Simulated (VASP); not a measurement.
# BN (P6_3mc) in VASP: a series of runs

BN is run at these levels: PBE; tasks: single point.

All numbers are computed with VASP 6.6.1; they aren't measurements. Logs are shortened: lines on timing, memory, paths and dates and some standing lists are left out, and cuts for length are marked.

### 1 The cell of the first run

It takes space group P6_3mc (No. 186, hexagonal). The conventional cell has a = 2.588 Å, b = 2.588 Å, c = 4.282 Å, α = 90.00°, β = 90.00°, γ = 120.00°. Within 2.1 Å of N (site symmetry 3m) lie 4 B at 1.59 to 1.60 Å. Within 2.1 Å of B (site symmetry 3m) lie 4 N at 1.59 to 1.60 Å.

### 2 Single point, PBE

Contents of INCAR:

```
ALGO = Normal ; EDIFF = 1E-6
ENCUT = 520 ; GGA = PE
ISIF = 2 ; ISMEAR = -1
LASPH = T ; LCHARG = F
LREAL = F ; LWAVE = F
NBANDS = 16 ; NELM = 100
PREC = Accurate ; SIGMA = 0.05
```

Contents of KPOINTS:

```
k-points
0
Gamma
  12 12 6
```

Contents of POSCAR:

```
BN
1.0
    2.5875479243      0.0000000000      0.0000000000
   -1.2937739622      2.2408822359      0.0000000000
    0.0000000000      0.0000000000      4.2824778918
N B
2 2
Direct
    0.3333333333      0.6666666667      0.1252760000
    0.6666666667      0.3333333333      0.6252760000
    0.3333333333      0.6666666667      0.4997240000
    0.6666666667      0.3333333333      0.9997240000
```

Potentials or basis: VASP PAW PBE potentials, release 64 (N, B).

Run with:

```
> cat potpaw_PBE.64/N/POTCAR potpaw_PBE.64/B/POTCAR > POTCAR
> mpirun -np 1 vasp_std > vasp.out
```

OUTCAR:

```text
EDIFF = 1E-6
   ENCUT = 520
   GGA = PE
   ISIF = 2
   ISMEAR = -1
   LASPH = T
   LREAL = F
   NELM = 100
   PREC = Accurate

 ion  position               nearest neighbor table
   1  0.333  0.667  0.125-   4 1.59   4 1.59   4 1.59   3 1.60
   2  0.667  0.333  0.625-   3 1.59   3 1.59   3 1.59   4 1.60
   3  0.333  0.667  0.500-   2 1.59   2 1.59   2 1.59   1 1.60
   4  0.667  0.333  1.000-   1 1.59   1 1.59   1 1.59   2 1.60

  LATTYP: Found a hexagonal cell.
 ALAT       =     2.5875479243
 C/A-ratio  =     1.6550332659

  Lattice vectors:

 A1 = (   2.5875479243,   0.0000000000,   0.0000000000)
 A2 = (  -1.2937739622,   2.2408822359,   0.0000000000)
 A3 = (   0.0000000000,   0.0000000000,   4.2824778918)

Analysis of symmetry for initial positions (statically):
=====================================================================
 Subroutine PRICEL returns:
 Original cell was already a primitive cell.

 Routine SETGRP: Setting up the symmetry group for a
 hexagonal supercell.

 Subroutine GETGRP returns: Found 12 space group operations
 (whereof  6 operations were pure point group operations)
 out of a pool of 24 trial point group operations.

The static configuration has the point symmetry C_3v.
 The point group associated with its full space group is C_6v.

Analysis of symmetry for dynamics (positions and initial velocities):
=====================================================================
 Subroutine PRICEL returns:
 Original cell was already a primitive cell.

 Routine SETGRP: Setting up the symmetry group for a
 hexagonal supercell.

 Subroutine GETGRP returns: Found 12 space group operations
 (whereof  6 operations were pure point group operations)
 out of a pool of 24 trial point group operations.

The dynamic configuration has the point symmetry C_3v.
 The point group associated with its full space group is C_6v.

 Subroutine INISYM returns: Found 12 space group operations
 (whereof  6 operations are pure point group operations),
 and found     1 'primitive' translations

----------------------------------------------------------------------------------------

                                     Primitive cell

  volume of cell :      24.8315

  direct lattice vectors                    reciprocal lattice vectors
     2.587547924  0.000000000  0.000000000     0.386466272  0.223126406  0.000000000
    -1.293773962  2.240882236  0.000000000     0.000000000  0.446252812  0.000000000
     0.000000000  0.000000000  4.282477892     0.000000000  0.000000000  0.233509670

  length of vectors
     2.587547924  2.587547924  4.282477892     0.446252812  0.446252812  0.233509670

  position of ions in fractional coordinates (direct lattice)
     0.333333333  0.666666667  0.125276000
     0.666666667  0.333333333  0.625276000
     0.333333333  0.666666667  0.499724000
     0.666666667  0.333333333  0.999724000

  ion indices of the primitive-cell ions
   primitive index   ion index
                 1           1
                 2           2
                 3           3
                 4           4

----------------------------------------------------------------------------------------

 KPOINTS: k-points

Automatic generation of k-mesh.
 Grid dimensions read from file:
 generate k-points for:   12   12    6

 Generating k-lattice:

  Cartesian coordinates                     Fractional coordinates (reciprocal lattice)
     0.032205523  0.018593867  0.000000000     0.083333333  0.000000000  0.000000000
     0.000000000  0.037187734  0.000000000     0.000000000  0.083333333  0.000000000
     0.000000000  0.000000000  0.038918278     0.000000000  0.000000000  0.166666667

  Length of vectors
     0.037187734  0.037187734  0.038918278

  Shift w.r.t. Gamma in fractional coordinates (k-lattice)
     0.000000000  0.000000000  0.000000000

 Subroutine IBZKPT returns following result:
 ===========================================

 Found     76 irreducible k-points:

 Following reciprocal coordinates:
            Coordinates               Weight
  0.000000  0.000000  0.000000      1.000000
  0.083333  0.000000  0.000000      6.000000
  0.166667 -0.000000  0.000000      6.000000
  0.250000 -0.000000  0.000000      6.000000
  0.333333 -0.000000  0.000000      6.000000
  0.416667  0.000000  0.000000      6.000000
[... 16 lines left out ...]
  0.250000 -0.000000  0.166667     12.000000
  0.333333 -0.000000  0.166667     12.000000
 [... further k-points ...]
   k-points           NKPTS =     76   k-points in BZ     NKDIM =     76   number of bands    NBANDS=     16
   number of dos      NEDOS =    301   number of ions     NIONS =      4
   total plane-waves  NPLWV =  12800
   dimension x,y,z NGX =    20 NGY =   20 NGZ =   32
   dimension x,y,z NGXF=    40 NGYF=   40 NGZF=   64
   ions per type =               2   2
   NGX,Y,Z   is equivalent  to a cutoff of  12.85, 12.85, 12.42 a.u.
   NGXF,Y,Z  is equivalent  to a cutoff of  25.70, 25.70, 24.84 a.u.
[... 119 lines left out ...]
      5       1.5881      2.00000
      6       2.7362      2.00000
[... 8 lines left out ...]
     15      22.0167      0.00000
     16      22.7087      0.00000

 k-point     6 :       0.4167    0.0000    0.0000
  band No.  band energies     occupation
      1      -9.6671      2.00000
      2      -7.5408      2.00000
      3      -1.9700      2.00000
      4      -0.4313      2.00000
      5       0.2470      2.00000
      6       2.3483      2.00000
[... 8 lines left out ...]
     15      22.5397      0.00000
     16      23.6712      0.00000

 k-point     7 :       0.5000   -0.0000    0.0000
  band No.  band energies     occupation
      1      -9.0200      2.00000
      2      -7.7714      2.00000
      3      -2.1965      2.00000
      4      -0.5703      2.00000
      5       0.3186      2.00000
      6       2.2146      2.00000
[... 8 lines left out ...]
     15      22.8351      0.00000
     16      24.0194      0.00000

 k-point     8 :       0.0833    0.0833    0.0000
  band No.  band energies     occupation
      1     -12.4592      2.00000
      2      -8.6497      2.00000
      3      -3.0779      2.00000
      4       3.2565      2.00000
      5       4.0252      2.00000
      6       5.5721      2.00000
[... 8 lines left out ...]
     15      19.7910      0.00000
     16      21.9861      0.00000

 k-point     9 :       0.1667    0.0833    0.0000
  band No.  band energies     occupation
      1     -11.8942      2.00000
      2      -8.2592      2.00000
      3      -2.5178      2.00000
      4       1.6587      2.00000
      5       3.0262      2.00000
      6       4.3029      2.00000
[... 8 lines left out ...]
     15      21.0696      0.00000
     16      21.7196      0.00000
[... 172 lines left out ...]
 k-point    19 :       0.3333    0.3333    0.0000
  band No.  band energies     occupation
      1      -7.8766      2.00000
      2      -7.8766      2.00000
      3      -1.8115      2.00000
      4      -0.0431      2.00000
      5      -0.0431      2.00000
      6       1.7746      2.00000
[... 8 lines left out ...]
     15      21.4229      0.00000
     16      21.4229      0.00000

 k-point    20 :       0.0000    0.0000    0.1667
  band No.  band energies     occupation
      1     -12.7329      2.00000
      2      -9.4913      2.00000
      3      -2.7068      2.00000
      4       5.0475      2.00000
      5       5.0475      2.00000
      6       5.8199      2.00000
[... 8 lines left out ...]
     15      18.1881      0.00000
     16      22.0916      0.00000

 k-point    21 :       0.0833    0.0000    0.1667
  band No.  band energies     occupation
      1     -12.5884      2.00000
      2      -9.3727      2.00000
      3      -2.5767      2.00000
      4       4.3817      2.00000
      5       4.7851      2.00000
      6       5.6408      2.00000
[... 8 lines left out ...]
     15      18.6024      0.00000
     16      21.9774      0.00000

 k-point    22 :       0.1667   -0.0000    0.1667
  band No.  band energies     occupation
      1     -12.1603      2.00000
      2      -9.0303      2.00000
      3      -2.2003      2.00000
      4       2.7935      2.00000
      5       4.1648      2.00000
      6       4.5759      2.00000
[... 8 lines left out ...]
     15      19.6765      0.00000
     16      21.6732      0.00000

 k-point    23 :       0.2500   -0.0000    0.1667
  band No.  band energies     occupation
      1     -11.4674      2.00000
      2      -8.5166      2.00000
      3      -1.6533      2.00000
      4       0.9703      2.00000
      5       2.8749      2.00000
      6       3.4650      2.00000
[... 8 lines left out ...]
     15      21.0505      0.00000
     16      21.7938      0.00000

 k-point    24 :       0.3333   -0.0000    0.1667
  band No.  band energies     occupation
      1     -10.5555      2.00000
      2      -7.9697      2.00000
      3      -1.5160      2.00000
      4      -0.1151      2.00000
      5       1.1682      2.00000
      6       2.8731      2.00000
[... 8 lines left out ...]
     15      22.3502      0.00000
     16      22.5203      0.00000

 [... further k-points ...]
[... 5 lines left out ...]
  --------------------------------------------------------------------------------------
  -------------------------------------------------------------------------------------
  Total       -2.0420392     -2.0420392     -2.1798924      0.0000000      0.0000000      0.0000000
  in kB     -131.7565109   -131.7565109   -140.6510820      0.0000000      0.0000000      0.0000000
  external PRESSURE =    -134.7213680 kB  Pullay stress =       0.0000000 kB

 VOLUME and BASIS-vectors are now :
 -----------------------------------------------------------------------------
  energy-cutoff  :      520.00
  volume of cell :       24.83
      direct lattice vectors                 reciprocal lattice vectors
     2.587547924  0.000000000  0.000000000     0.386466272  0.223126406  0.000000000
    -1.293773962  2.240882236  0.000000000     0.000000000  0.446252812  0.000000000
     0.000000000  0.000000000  4.282477892     0.000000000  0.000000000  0.233509670

 POSITION                                       TOTAL-FORCE (eV/Angst)
 -----------------------------------------------------------------------------------
     -0.00000      1.49392      0.53649         0.000000      0.000000     -0.042909
      1.29377      0.74696      2.67773        -0.000000      0.000000     -0.042909
     -0.00000      1.49392      2.14006         0.000000     -0.000000      0.042909
      1.29377      0.74696      4.28130        -0.000000      0.000000      0.042909
 -----------------------------------------------------------------------------------
    total drift:                               -0.000000      0.000000      0.000080

  FREE ENERGIE OF THE ION-ELECTRON SYSTEM (eV)
  ---------------------------------------------------
  free  energy   TOTEN  =       -34.7934100598 eV

  energy  without entropy=      -34.7934100597  energy(sigma->0) =      -34.79341006
```

Run time: 15 s. Hardware: 1 thread of AMD EPYC 9R14 (Zen 4), shared host; peak memory 0.11 GiB.

What came out:

| Property | Result |
| --- | --- |
| Free energy | -34.7934 eV |
| Pressure | -13.5 GPa |
| Largest force | 0.043 eV/Å |
| Band gap on the k mesh | 5.25 eV, indirect (least direct gap 8.04 eV) |

Forces in eV/Å, atoms in the order of the input:
```
N    0.000  0.000 -0.043
N    0.000  0.000 -0.043
B    0.000  0.000  0.043
B    0.000  0.000  0.043
```

Levels at points of the mesh, in eV from the valence-band top:
| k point | band 6 | band 7 | band 8 | band 9 | band 10 | band 11 |
| --- | --- | --- | --- | --- | --- | --- |
| (0.00, 0.00, 0.00) | -0.26 | 0.00 | 0.00 | 8.17 | 8.17 | 8.29 |
| (0.50, 0.00, 0.00) | -4.74 | -4.18 | -2.01 | 6.54 | 7.80 | 10.34 |
| (0.00, 0.00, 0.50) | -1.12 | -1.12 | -1.12 | 9.04 | 9.04 | 9.66 |
| (0.50, 0.00, 0.50) | -3.58 | -3.42 | -3.42 | 6.40 | 6.40 | 9.70 |

A k mesh can miss the band edges. PBE gaps usually lie below the measured ones, often by a third to a half.

### 3 Single point, PBE

This run uses another cell than the first one, of 6.33 Å³/atom, 1.019 times its volume.

Contents of INCAR:

```
SYSTEM = BN
PREC = Accurate
ENCUT = 520
EDIFF = 1E-7
ISMEAR = -1
SIGMA = 0.05
LREAL = .False.
LASPH = .True.
NELM = 60
ALGO = Normal
ISIF = 2
LWAVE = .False.
LCHARG = .True.
GGA = PE
LELF = .True.
LVHAR = .True.
NBANDS = 16
```

Contents of KPOINTS:

```
Automatic mesh
0
Gamma
  12 12 6
  0 0 0
```

Contents of POSCAR:

```
BN
1.0
    2.6040295656      0.0000000000      0.0000000000
   -1.3020147828      2.2551557560      0.0000000000
    0.0000000000      0.0000000000      4.3097555565
N B
2 2
Direct
    0.3333333333      0.6666666667      0.1252760000
    0.6666666667      0.3333333333      0.6252760000
    0.3333333333      0.6666666667      0.4997240000
    0.6666666667      0.3333333333      0.9997240000
```

Potentials or basis: VASP PAW PBE potentials, release 64 (N, B).

Run with:

```
> cat potpaw_PBE.64/N/POTCAR potpaw_PBE.64/B/POTCAR > POTCAR
> mpirun -np 1 vasp_std > vasp.out
```

Run time: 17 s. Hardware: 1 thread of AMD EPYC 9R14 (Zen 4), shared host; peak memory 0.11 GiB.

It converged, with:

```yaml
Free_energy: -34.7451 eV
Pressure: -19.4 GPa
Largest_force: 0.056 eV/Å
Band_gap_on_the_k_mesh: 5.27 eV, indirect (least direct gap 7.94 eV)
```

Forces on the atoms (eV/Å):
```
N    0.000  0.000 -0.056
N    0.000  0.000 -0.056
B    0.000  0.000  0.056
B    0.000  0.000  0.056
```

Stress tensor (GPa, compression positive):
```
-19.10   0.00   0.00
  0.00 -19.10   0.00
  0.00   0.00 -20.03
```

Levels at points of the mesh, in eV from the valence-band top:
| k point | band 4 | band 5 | band 6 | band 7 | band 8 | band 9 | band 10 | band 11 | band 12 | band 13 |
| --- | --- | --- | --- | --- | --- | --- | --- | --- | --- | --- |
| (0.00, 0.00, 0.00) | -1.98 | -1.98 | -0.25 | 0.00 | 0.00 | 8.09 | 8.09 | 8.16 | 8.72 | 9.79 |
| (0.50, 0.00, 0.00) | -7.42 | -6.53 | -4.65 | -4.09 | -1.98 | 6.47 | 7.74 | 10.24 | 10.76 | 12.21 |
| (0.00, 0.00, 0.50) | -5.44 | -1.09 | -1.09 | -1.09 | -1.09 | 8.87 | 8.87 | 9.56 | 9.56 | 9.56 |
| (0.50, 0.00, 0.50) | -9.47 | -3.51 | -3.51 | -3.36 | -3.36 | 6.33 | 6.33 | 9.57 | 9.57 | 13.59 |

### 4 Single point, PBE

This run uses another cell than the first one, of 5.97 Å³/atom, 0.962 times its volume.

Contents of INCAR:

```
SYSTEM = BN
PREC = Accurate
ENCUT = 520
EDIFF = 1E-6
ISMEAR = 0
SIGMA = 0.025
LREAL = .False.
LASPH = .True.
NELM = 100
ALGO = Normal
ISIF = 2
LWAVE = .False.
LCHARG = .True.
GGA = PE
LELF = .True.
LVHAR = .True.
NBANDS = 16
```

Contents of KPOINTS:

```
regular mesh
0
Gamma
  12 12 6
  0 0 0
```

Contents of POSCAR:

```
BN
1.0
    2.5539396017      0.0000000000      0.0000000000
   -1.2769698009      2.2117765748      0.0000000000
    0.0000000000      0.0000000000      4.2268550000
N B
2 2
Direct
    0.3333333333      0.6666666667      0.1252760000
    0.6666666667      0.3333333333      0.6252760000
    0.3333333333      0.6666666667      0.4997240000
    0.6666666667      0.3333333333      0.9997240000
```

Run with:

```
> cat potpaw_PBE.64/N/POTCAR potpaw_PBE.64/B/POTCAR > POTCAR
> mpirun -np 1 vasp_std > vasp.out
```

Run time: 52 s. Hardware: 1 thread of AMD EPYC 7R13, shared host; peak memory 0.11 GiB.

It converged, with:

```
Free energy            : -34.8327 eV
Pressure               : 0.2 GPa
Largest force          : 0.014 eV/Å
Band gap on the k mesh : 5.20 eV, indirect (least direct gap 8.23 eV)
```

Forces on the atoms (eV/Å):
```
N    0.000  0.000 -0.014
N    0.000  0.000 -0.014
B    0.000  0.000  0.014
B    0.000  0.000  0.014
```

Stress tensor (GPa, compression positive):
```
 0.45  0.00  0.00
 0.00  0.45  0.00
 0.00  0.00 -0.32
```

Levels at points of the mesh, in eV from the valence-band top:
| k point | band 5 | band 6 | band 7 | band 8 | band 9 | band 10 | band 11 | band 12 |
| --- | --- | --- | --- | --- | --- | --- | --- | --- |
| (0.00, 0.00, 0.00) | -2.10 | -0.28 | 0.00 | 0.00 | 8.33 | 8.33 | 8.53 | 9.42 |
| (0.50, 0.00, 0.00) | -6.86 | -4.93 | -4.37 | -2.09 | 6.68 | 7.93 | 10.55 | 11.39 |
| (0.00, 0.00, 0.50) | -1.16 | -1.16 | -1.16 | -1.16 | 9.41 | 9.41 | 9.88 | 9.88 |
| (0.50, 0.00, 0.50) | -3.73 | -3.73 | -3.55 | -3.55 | 6.55 | 6.55 | 9.97 | 9.97 |

A k mesh can miss the band edges. PBE gaps usually lie below the measured ones, often by a third to a half.

### 5 Single point, PBE

This run uses another cell than the first one, of 5.97 Å³/atom, 0.962 times its volume.

Contents of INCAR:

```
SYSTEM = BN
PREC = Accurate ; ENCUT = 520
EDIFF = 1E-7 ; ISMEAR = 0
SIGMA = 0.026000000000000002 ; LREAL = .FALSE.
LASPH = .TRUE. ; NELM = 100
ALGO = Normal ; ISIF = 2
LWAVE = .FALSE. ; LCHARG = .FALSE.
GGA = PE ; NBANDS = 16
```

Contents of KPOINTS:

```
regular mesh
0
G
  12 12 6
  0 0 0
```

POSCAR is that of step 4.

Run with:

```
> cat potpaw_PBE.64/N/POTCAR potpaw_PBE.64/B/POTCAR > POTCAR
> mpirun -np 1 vasp_std > vasp.out
```

Run time: 53 s. Hardware: 1 thread of AMD EPYC 7R13, shared host; peak memory 0.11 GiB.

The run converged. Its results:

```
Free energy            : -34.8327 eV
Pressure               : 0.2 GPa
Largest force          : 0.014 eV/Å
Band gap on the k mesh : 5.20 eV, indirect (least direct gap 8.23 eV)
```

Forces in eV/Å, atoms in the order of the input:
```
N    0.000  0.000 -0.014
N    0.000  0.000 -0.014
B    0.000  0.000  0.014
B    0.000  0.000  0.014
```

Stress tensor (GPa, compression positive):
```
 0.45  0.00  0.00
 0.00  0.45  0.00
 0.00  0.00 -0.32
```

Levels at points of the mesh, in eV from the valence-band top:
| k point | band 6 | band 7 | band 8 | band 9 | band 10 | band 11 |
| --- | --- | --- | --- | --- | --- | --- |
| (0.00, 0.00, 0.00) | -0.28 | 0.00 | 0.00 | 8.33 | 8.33 | 8.53 |
| (0.50, 0.00, 0.00) | -4.93 | -4.37 | -2.09 | 6.68 | 7.93 | 10.55 |
| (0.00, 0.00, 0.50) | -1.16 | -1.16 | -1.16 | 9.41 | 9.41 | 9.88 |
| (0.50, 0.00, 0.50) | -3.73 | -3.55 | -3.55 | 6.55 | 6.55 | 9.97 |

### 6 Single point, PBE

This run uses another cell than the first one, of 5.97 Å³/atom, 0.962 times its volume.

Contents of INCAR:

```
SYSTEM = BN
ALGO = Normal
EDIFF = 1E-7
ENCUT = 520
GGA = PE
ISIF = 2
ISMEAR = 0
LASPH = .TRUE.
LCHARG = .FALSE.
LREAL = .FALSE.
LWAVE = .FALSE.
NBANDS = 16
NELM = 100
PREC = Accurate
SIGMA = 0.027000000000000003
```

Contents of KPOINTS:

```
k-points
0
G
  12 12 6
  0 0 0
```

POSCAR is that of step 5.

Potentials or basis: VASP PAW PBE potentials, release 64 (N, B).

Run with:

```
> cat potpaw_PBE.64/N/POTCAR potpaw_PBE.64/B/POTCAR > POTCAR
> mpirun -np 1 vasp_std > vasp.out
```

Wall time 52 s (1 thread of AMD EPYC 7R13, shared host); peak memory 0.11 GiB.

It converged, with:

```
Free energy            : -34.8327 eV
Pressure               : 0.2 GPa
Largest force          : 0.014 eV/Å
Band gap on the k mesh : 5.20 eV, indirect (least direct gap 8.23 eV)
```

Forces in eV/Å, atoms in the order of the input:
```
N    0.000  0.000 -0.014
N    0.000  0.000 -0.014
B    0.000  0.000  0.014
B    0.000  0.000  0.014
```

Stress tensor (GPa, compression positive):
```
 0.45  0.00  0.00
 0.00  0.45  0.00
 0.00  0.00 -0.32
```

Levels at points of the mesh, in eV from the valence-band top:
| k point | band 6 | band 7 | band 8 | band 9 | band 10 | band 11 |
| --- | --- | --- | --- | --- | --- | --- |
| (0.00, 0.00, 0.00) | -0.28 | 0.00 | 0.00 | 8.33 | 8.33 | 8.53 |
| (0.50, 0.00, 0.00) | -4.93 | -4.37 | -2.09 | 6.68 | 7.93 | 10.55 |
| (0.00, 0.00, 0.50) | -1.16 | -1.16 | -1.16 | 9.41 | 9.41 | 9.88 |
| (0.50, 0.00, 0.50) | -3.73 | -3.55 | -3.55 | 6.55 | 6.55 | 9.97 |

### 7 Summary

```tsv
cell	smearing	gap on the mesh (eV)	pressure (GPa)	largest force (eV/Å)
a = 2.588, b = 2.588, c = 4.282 Å, angles 90.0, 90.0, 120.0°, 4 atoms	fermi-dirac 0.05 eV	5.25	-13.5	0.04
a = 2.604, b = 2.604, c = 4.310 Å, angles 90.0, 90.0, 120.0°, 4 atoms	fermi-dirac 0.05 eV	5.27	-19.4	0.06
a = 2.554, b = 2.554, c = 4.227 Å, angles 90.0, 90.0, 120.0°, 4 atoms	gaussian 0.025 eV	5.20	0.2	0.01
a = 2.554, b = 2.554, c = 4.227 Å, angles 90.0, 90.0, 120.0°, 4 atoms	gaussian 0.026 eV	5.20	0.2	0.01
a = 2.554, b = 2.554, c = 4.227 Å, angles 90.0, 90.0, 120.0°, 4 atoms	gaussian 0.027 eV	5.20	0.2	0.01
```

Alike in all rows: task single point; level PBE; potentials or basis VASP PAW PBE potentials, release 64 (N, B); no spin polarisation; k mesh 12 × 12 × 6; cutoff (eV) 520.

Absolute energies hang on the potentials; compare differences alone.
